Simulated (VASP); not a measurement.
# Zn4O (R-3m) in VASP: relaxation of cell and atoms with PBE

Aim: the relaxation of cell and atoms of Zn4O with PBE.

All numbers are computed with VASP 6.6.1; they aren't measurements. Logs are shortened: lines on timing, memory, paths and dates and some standing lists are left out, and cuts for length are marked.

## 1. The cell of the first run

It takes space group R-3m (No. 166, trigonal). Conventional cell: a = 2.938 Å, b = 2.938 Å, c = 27.033 Å, α = 90.00°, β = 90.00°, γ = 120.00°. Zn (site symmetry 3m) has 3 O at 2.16 Å and 9 Zn at 2.69 to 2.94 Å within 3.0 Å. Zn (site symmetry 3m) has 12 Zn at 2.69 to 2.94 Å within 3.5 Å. Within 3.0 Å of O (site symmetry -3m) lie 6 Zn at 2.16 Å and 6 O at 2.94 Å.

The cell was built from a structure type or drawn by symmetry, and may not be a known phase.

## 2. Relaxation of cell and atoms, PBE

INCAR

```
SYSTEM = Zn4O
ALGO = Normal ; EDIFF = 1E-6
EDIFFG = -0.01 ; ENCUT = 600
GGA = PE ; IBRION = 2
ISIF = 3 ; ISMEAR = 0
LASPH = .TRUE. ; LCHARG = .FALSE.
LREAL = .FALSE. ; LUSENCCL = .FALSE.
LWAVE = .FALSE. ; NELM = 80
NSW = 100 ; PREC = Accurate
SIGMA = 0.1
```

KPOINTS

```
k-points
0
G
  12 12 12
  0 0 0
```

POSCAR

```
Zn4O
1.0
    1.4691273609      0.8482010773      9.0110576419
   -1.4691273609      0.8482010773      9.0110576419
    0.0000000000     -1.6964021545      9.0110576419
Zn O
4 1
Direct
    0.3826979707      0.3826979707      0.3826979707
    0.7930566634      0.7930566634      0.7930566634
    0.2069433366      0.2069433366      0.2069433366
    0.6173020293      0.6173020293      0.6173020293
    0.0000000000      0.0000000000      0.0000000000
```

Potentials or basis: VASP PAW PBE potentials, release 64 (Zn, O).

On the command line:

```sh
cat potpaw_PBE.64/Zn/POTCAR potpaw_PBE.64/O/POTCAR > POTCAR
mpirun -np 1 vasp_std > vasp.out
```

OUTCAR:

```text
SYSTEM = Zn4O
   EDIFF = 1E-6
   EDIFFG = -0.01
   ENCUT = 600
   GGA = PE
   IBRION = 2
   ISIF = 3
   ISMEAR = 0
   LASPH = .TRUE.
   LREAL = .FALSE.
   NELM = 80
   NSW = 100
   PREC = Accurate

 ion  position               nearest neighbor table
   1  0.383  0.383  0.383-   5 2.16   5 2.16   5 2.16   2 2.69   2 2.69   2 2.69
   2  0.793  0.793  0.793-   1 2.69   1 2.69   1 2.69   3 2.76   3 2.76   3 2.76
   3  0.207  0.207  0.207-   4 2.69   4 2.69   4 2.69   2 2.76   2 2.76   2 2.76
   4  0.617  0.617  0.617-   5 2.16   5 2.16   5 2.16   3 2.69   3 2.69   3 2.69
   5  0.000  0.000  0.000-   4 2.16   1 2.16   4 2.16   4 2.16   1 2.16   1 2.16

  LATTYP: Found a trigonal (rhomboedric) cell.
 ALAT       =     9.1693478555
 COS(alpha) =     0.9486580934

  Lattice vectors:

 A1 = (   1.4691273609,   0.8482010773,   9.0110576419)
 A2 = (  -1.4691273609,   0.8482010773,   9.0110576419)
 A3 = (   0.0000000000,  -1.6964021545,   9.0110576419)

Analysis of symmetry for initial positions (statically):
=====================================================================
 Subroutine PRICEL returns:
 Original cell was already a primitive cell.

 Routine SETGRP: Setting up the symmetry group for a
 trigonal (rhombohedral) supercell.

 Subroutine GETGRP returns: Found 12 space group operations
 (whereof 12 operations were pure point group operations)
 out of a pool of 12 trial point group operations.

The static configuration has the point symmetry D_3d.

Analysis of symmetry for dynamics (positions and initial velocities):
=====================================================================
 Subroutine PRICEL returns:
 Original cell was already a primitive cell.

 Routine SETGRP: Setting up the symmetry group for a
 trigonal (rhombohedral) supercell.

 Subroutine GETGRP returns: Found 12 space group operations
 (whereof 12 operations were pure point group operations)
 out of a pool of 12 trial point group operations.

The dynamic configuration has the point symmetry D_3d.

 Subroutine INISYM returns: Found 12 space group operations
 (whereof 12 operations are pure point group operations),
 and found     1 'primitive' translations

----------------------------------------------------------------------------------------

                                     Primitive cell

  volume of cell :      67.3729

  direct lattice vectors                    reciprocal lattice vectors
     1.469127361  0.848201077  9.011057642     0.340338090  0.196494288  0.036991588
    -1.469127361  0.848201077  9.011057642    -0.340338090  0.196494288  0.036991588
     0.000000000 -1.696402155  9.011057642     0.000000000 -0.392988576  0.036991588

  length of vectors
     9.169347856  9.169347856  9.169347856     0.394725725  0.394725725  0.394725725

  position of ions in fractional coordinates (direct lattice)
     0.382697971  0.382697971  0.382697971
     0.793056663  0.793056663  0.793056663
     0.206943337  0.206943337  0.206943337
     0.617302029  0.617302029  0.617302029
     0.000000000  0.000000000  0.000000000

  ion indices of the primitive-cell ions
   primitive index   ion index
                 1           1
                 2           2
                 3           3
                 4           4
                 5           5

----------------------------------------------------------------------------------------

 KPOINTS: k-points

Automatic generation of k-mesh.
 Grid dimensions read from file:
 generate k-points for:   12   12   12

 Generating k-lattice:

  Cartesian coordinates                     Fractional coordinates (reciprocal lattice)
     0.028361508  0.016374524  0.003082632     0.083333333 -0.000000000 -0.000000000
    -0.028361508  0.016374524  0.003082632    -0.000000000  0.083333333 -0.000000000
     0.000000000 -0.032749048  0.003082632     0.000000000  0.000000000  0.083333333

  Length of vectors
     0.032893810  0.032893810  0.032893810

  Shift w.r.t. Gamma in fractional coordinates (k-lattice)
     0.000000000  0.000000000  0.000000000

 Subroutine IBZKPT returns following result:
 ===========================================

 Found    189 irreducible k-points:

 Following reciprocal coordinates:
            Coordinates               Weight
  0.000000  0.000000  0.000000      1.000000
  0.083333  0.000000  0.000000      6.000000
  0.166667  0.000000  0.000000      6.000000
  0.250000  0.000000  0.000000      6.000000
  0.333333  0.000000  0.000000      6.000000
  0.416667  0.000000  0.000000      6.000000
[... 16 lines left out ...]
  0.500000  0.166667  0.000000     12.000000
 -0.416667  0.166667  0.000000     12.000000
 [... further k-points ...]
   k-points           NKPTS =    189   k-points in BZ     NKDIM =    189   number of bands    NBANDS=     32
   number of dos      NEDOS =    301   number of ions     NIONS =      5
   total plane-waves  NPLWV = 512000
   dimension x,y,z NGX =    80 NGY =   80 NGZ =   80
   dimension x,y,z NGXF=   160 NGYF=  160 NGZF=  160
   ions per type =               4   1
   NGX,Y,Z   is equivalent  to a cutoff of  14.50, 14.50, 14.50 a.u.
   NGXF,Y,Z  is equivalent  to a cutoff of  29.01, 29.01, 29.01 a.u.
 SYSTEM =  Zn4O
   PREC   = accura    normal or accurate (medium, high low for compatibility)
   ISTART =      0    job   : 0-new  1-cont  2-samecut
   ICHARG =      2    charge: 1-file 2-atom 10-const
   ISPIN  =      1    spin polarized calculation?
   LNONCOLLINEAR =      F non collinear calculations
   LSORBIT =      F    spin-orbit coupling
   LASPH  =      T    aspherical Exc in radial PAW
   ENCUT  =  600.0 eV  44.10 Ry    6.64 a.u.  18.31 18.31 18.31*2*pi/ulx,y,z
   NELM   =     80;   NELMIN=  2; NELMDL= -5     # of ELM steps
   EDIFF  = 0.1E-05   stopping-criterion for ELM
   LREAL  =      F    real-space projection
   EDIFFG = -.1E-01   stopping-criterion for IOM
   NSW    =    100    number of steps for IOM
   IBRION =      2    ionic relax: 0-MD 1-quasi-New 2-CG
   NFREE  =      1    steps in history (QN), initial steepest desc. (CG)
   ISIF   =      3    stress and relaxation
   ISYM   =      2    0-nonsym 1-usesym 2-fastsym
   POTIM  = 0.5000    time-step for ionic-motion
   TEBEG  =    0.0;   TEEND  =   0.0 temperature during run
   PSTRESS=    0.0 pullay stress
   NELECT =      54.0000    total number of electrons
   NUPDOWN=      -1.0000    fix difference up-down
   EMIN   =  10.00;   EMAX   =-10.00  energy-range for DOS
   EFERMI =   0.00;   METHOD = LEGACY
   ISMEAR =     0;   SIGMA  =   0.10  broadening in eV -4-tet -1-fermi 0-gaus
   EFERMI_NEDOS =   21; number of points for ismear=-14 and -15
   IALGO  =     38    algorithm
   IMIX   =      4    mixing-type and parameters
     AMIX     =   0.40;   BMIX     =  1.00
     AMIX_MAG =   1.60;   BMIX_MAG =  1.00
  volume/ion in A,a.u.               =      13.47        90.93
  Fermi-wavevector in a.u.,A,eV,Ry     =   1.520703  2.873711 31.463973  2.312537
  Thomas-Fermi vector in A             =   2.629517
   LORBIT       =      0    0 simple, 1 ext, 2 COOP (PROOUT), +10 PAW based schemes
   GGA     = PE    functional components
   LHFCALC =     F    Hartree Fock is set to
   AEXX    =    0.0000 exact exchange contribution
   IVDW    =     0    specifies the selected vdW correction
   LEPSILON=     F    determine dielectric tensor
   LRPA    =     F    only Hartree local field effects (RPA)
 conjugate gradient relaxation of ions
 non-spin polarized calculation
 Gauss-broadening in eV      SIGMA  =   0.10
  energy-cutoff  :      600.00
  volume of cell :       67.37
 maximum number of plane-waves:      2274
 NGX is ok and might be reduce to    80
   NGX = 37   NGY = 37   NGZ = 37

--------------------------------------- Ionic step        1  -------------------------------------------

 number of electron      54.0000005 magnetization

 Free energy of the ion-electron system (eV)
  ---------------------------------------------------
  ext. energy  EPLUGINS =         0.00000000
  ---------------------------------------------------
  free energy    TOTEN  =       -11.46547892 eV

  energy without entropy =      -11.46031841  energy(sigma->0) =      -11.46289867

------------------------ aborting loop because EDIFF is reached ----------------------------------------

  FORCE on cell =-STRESS in cart. coord.  units (eV):
  Direction    XX          YY          ZZ          XY          YZ          ZX
  --------------------------------------------------------------------------------------
  -------------------------------------------------------------------------------------
  Total        0.8691008      0.8691008     -0.7426536      0.0000000     -0.0000000     -0.0000000
  in kB       20.6678558     20.6678558    -17.6608500      0.0000000     -0.0000000     -0.0000000
  external PRESSURE =       7.8916205 kB  Pullay stress =       0.0000000 kB
[... 297 lines left out ...]
  energy  without entropy=      -11.4903215499  energy(sigma->0) =      -11.49277815

--------------------------------------- Ionic step        9  -------------------------------------------

 number of electron      54.0000010 magnetization

 Free energy of the ion-electron system (eV)
  ---------------------------------------------------
  ext. energy  EPLUGINS =         0.00000000
  ---------------------------------------------------
  free energy    TOTEN  =       -11.49536430 eV

  energy without entropy =      -11.49048144  energy(sigma->0) =      -11.49292287

 E-fermi :   2.9380     XC(G=0): -11.5427

 val. band max:        2.9180633677   @ k =  -0.4167   0.3333   0.1667
 cond. band min:       2.9548498889   @ k =   0.5000   0.3333   0.0833
 fundamental gap:      0.0367865212
 Fermi energy:         2.9379920622

 k-point     1 :       0.0000    0.0000    0.0000
  band No.  band energies     occupation
      1     -16.4821      2.00000
      2      -6.1034      2.00000
      3      -5.8824      2.00000
      4      -4.8306      2.00000
      5      -4.3961      2.00000
      6      -4.3871      2.00000
[... 829 lines left out ...]
     31       7.0299      0.00000
     32       8.1241      0.00000

 [... further k-points ...]

------------------------ aborting loop because EDIFF is reached ----------------------------------------

  FORCE on cell =-STRESS in cart. coord.  units (eV):
  Direction    XX          YY          ZZ          XY          YZ          ZX
  --------------------------------------------------------------------------------------
  -------------------------------------------------------------------------------------
  Total       -0.0470211     -0.0470211     -0.0150846      0.0000000     -0.0000000      0.0000000
  in kB       -1.1057765     -1.1057765     -0.3547391      0.0000000     -0.0000000      0.0000000
  external PRESSURE =      -0.8554307 kB  Pullay stress =       0.0000000 kB
[... 20 lines left out ...]
  FREE ENERGIE OF THE ION-ELECTRON SYSTEM (eV)
  ---------------------------------------------------
  free  energy   TOTEN  =       -11.4953642997 eV

  energy  without entropy=      -11.4904814445  energy(sigma->0) =      -11.49292287

 reached required accuracy - stopping structural energy minimisation
```

Wall time 42 min (1 × NVIDIA H100 80GB with 1 thread of AMD EPYC 7R13 (Zen 3), shared host); peak memory 2 GiB.

What came out:

```
Free energy                           : -11.4954 eV
Relaxed volume                        : 13.63 Å³/atom
Relaxed cell                          : a = 8.989 Å, b = 8.989 Å, c = 8.989 Å, α = 19.12°, β = 19.12°, γ = 19.12°
Space group after relaxing (to 0.1 Å) : R-3m (No. 166)
Energy gained by relaxing             : 6.0 meV/atom
Ionic steps                           : 9
Pressure after relaxing               : -0.1 GPa
Largest force after relaxing          : 0.009 eV/Å
Band gap on the k mesh                : zero (bands 27 and 28 overlap by 1.57 eV)
```

Forces in eV/Å, atoms in the order of the input:
```
Zn   0.000  0.000 -0.003
Zn   0.000  0.000  0.009
Zn   0.000  0.000 -0.009
Zn   0.000  0.000  0.003
O    0.000  0.000  0.000
```

Stress tensor (GPa, compression positive):
```
-0.11  0.00  0.00
 0.00 -0.11  0.00
 0.00  0.00 -0.04
```

Step by step:
```csv
step,energy change (eV),largest force (eV/Å),pressure (GPa),volume (Å³)
1,0.0000,0.1996,0.79,67.37
2,-0.0186,0.1504,-0.03,68.02
3,-0.0264,0.0703,-0.99,68.98
4,-0.0268,0.0867,-0.76,68.81
5,-0.0291,0.0656,0.00,68.12
6,-0.0292,0.0637,0.17,68.14
7,-0.0292,0.0558,0.03,68.22
8,-0.0298,0.0223,0.01,68.16
9,-0.0299,0.0092,-0.09,68.13
```

Final structure:
```
Zn O
1.0
     1.49312    0.86205    8.82177
    -1.49312    0.86205    8.82177
     0.00000   -1.72411    8.82177
Zn O
4 1
Cartesian
  0.0000 0.0000 10.1442
  0.0000 0.0000 21.0213
  0.0000 0.0000 5.4440
  0.0000 0.0000 16.3211
  0.0000 0.0000 0.0000
```

Levels at points of the mesh, in eV from the Fermi level:
```
           k point  band 25  band 26  band 27  band 28  band 29  band 30
(0.00, 0.00, 0.00)    -3.98    -2.19    -2.19     2.23     3.00    10.03
(0.50, 0.00, 0.00)    -2.71    -2.53    -1.51     0.29     1.32     3.23
(0.50, 0.50, 0.00)    -2.87    -2.08    -1.07    -0.81     1.83     3.00
(0.50, 0.50, 0.50)    -2.19    -2.19    -1.93     0.03     5.93     6.58
```
